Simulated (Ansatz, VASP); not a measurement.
One calculation of GaN, two programs

```
Ga N
1.0
     0.00000    2.10852    2.10852
     2.10852    0.00000    2.10852
     2.10852    2.10852    0.00000
Ga N
1 1
Cartesian
  2.1085 2.1085 2.1085
  0.0000 0.0000 0.0000
```

Alike in both runs: task single point; functional PBE-based screened hybrid with a share of 0.15 of exact exchange and HFSCREEN = 0.5; k mesh 6 × 6 × 6; no spin polarisation.

```csv
,VASP,Ansatz
version,VASP 6.6.1,Ansatz 0.2.0
potentials or method,"VASP PAW PBE potentials, release 64 (Ga_d, N)",plane waves
plane-wave cutoff (eV),520,420
occupations,"gaussian, width 0.01 eV",fixed
valence electrons in the cell,18,18
```

```tsv
	VASP	Ansatz	Ansatz less VASP
gap on the k mesh at the Fermi level (eV)	1.04	1.05	+0.011
pressure (GPa)	4.7	3.7	-1.07
```

VASP's potentials were made for PBE, not for PBE-based screened hybrid. Ansatz's warnings: stress exchange threshold loose, stress scf threshold loose.

The k mesh is coarse, so the values compare programs but aren't converged.
